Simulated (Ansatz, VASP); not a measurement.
# One calculation of SnO, two programs

```
CELL_PARAMETERS angstrom
3.77648 0.00000 0.00000
0.00000 3.77648 0.00000
0.00000 0.00000 4.80354
ATOMIC_POSITIONS crystal
Sn 0.00000 0.50000 0.23850
Sn 0.50000 0.00000 0.76150
O 0.00000 0.00000 0.00000
O 0.50000 0.50000 0.00000
```

Change from the starting cell: volume scaled by 0.98, crystal datasets.

Alike in both runs: task electric field gradients; functional PBEsol; k mesh 8 × 8 × 6; occupations fermi-dirac, width 0.01 eV; no spin polarisation.

|  | VASP | Ansatz |
| --- | --- | --- |
| version | VASP 6.6.1 | Ansatz 0.2.0 |
| potentials or method | VASP PAW PBE potentials, release 64 (Sn_d, O), cutoff 520 eV | all-electron PAW with datasets made for the crystal, scalar-relativistic |

Ansatz gave:

| Property | Result |
| --- | --- |
| pressure (GPa) | 1.9 |
| traceless stress, the component that is largest in VASP (GPa) | -0.57 |
| rms of the force components (eV/Å) | 0.147 |
| size of Vzz on the site where it differs most (V/Å²) | 171.6 |

Task: Estimate VASP's values.

Result: Pressure (GPa): 2.2; traceless stress, the component that is largest in VASP (GPa): -0.57; rms of the force components (eV/Å): 0.185; size of Vzz on the site where it differs most (V/Å²): 164.0.

VASP's potentials were made for PBE, not for PBEsol. Atom by atom the forces differ by 0.038 eV/Å (rms over components). Ansatz ran all-electron here, and VASP with PAW potentials.
